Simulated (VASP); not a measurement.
Cu3N:

```
CELL_PARAMETERS angstrom
3.80700 0.00000 0.00000
0.00000 3.80700 0.00000
0.00000 0.00000 3.80700
ATOMIC_POSITIONS crystal
Cu 0.50000 0.00000 0.00000
Cu 0.00000 0.50000 0.00000
Cu 0.00000 0.00000 0.50000
N 0.00000 0.00000 0.00000
```

```yaml
Program: VASP 6.6.1
Task: relaxation of cell and atoms
Functional: PBE
Potentials_or_basis: VASP PAW PBE potentials, release 64 (Cu, N)
Cutoff: 600 eV
k_mesh: 10 × 10 × 10
Occupations: fermi-dirac, width 0.05 eV
Spin: no spin polarisation
```

At the start: pressure 2.5 GPa; volume 13.79 Å³/atom.

Task: How do energy, volume and symmetry change on relaxing?

Result: Over 3 steps the energy falls by 2.2 meV/atom and the volume is 14.08 Å³/atom (+2.1 %); space group Pm-3m (No. 221, to 0.05 Å).

The path:
```csv
step,energy change (eV),largest force (eV/Å),pressure (GPa),volume (Å³)
1,0.0000,0.0000,2.46,55.18
2,-0.0068,0.0000,-1.10,56.88
3,-0.0087,0.0000,0.00,56.33
```

Final structure:
```
CELL_PARAMETERS angstrom
3.83330 0.00000 0.00000
0.00000 3.83330 0.00000
0.00000 0.00000 3.83330
ATOMIC_POSITIONS crystal
Cu 0.50000 0.00000 0.00000
Cu 0.00000 0.50000 0.00000
Cu 0.00000 0.00000 0.50000
N 0.00000 0.00000 0.00000
```
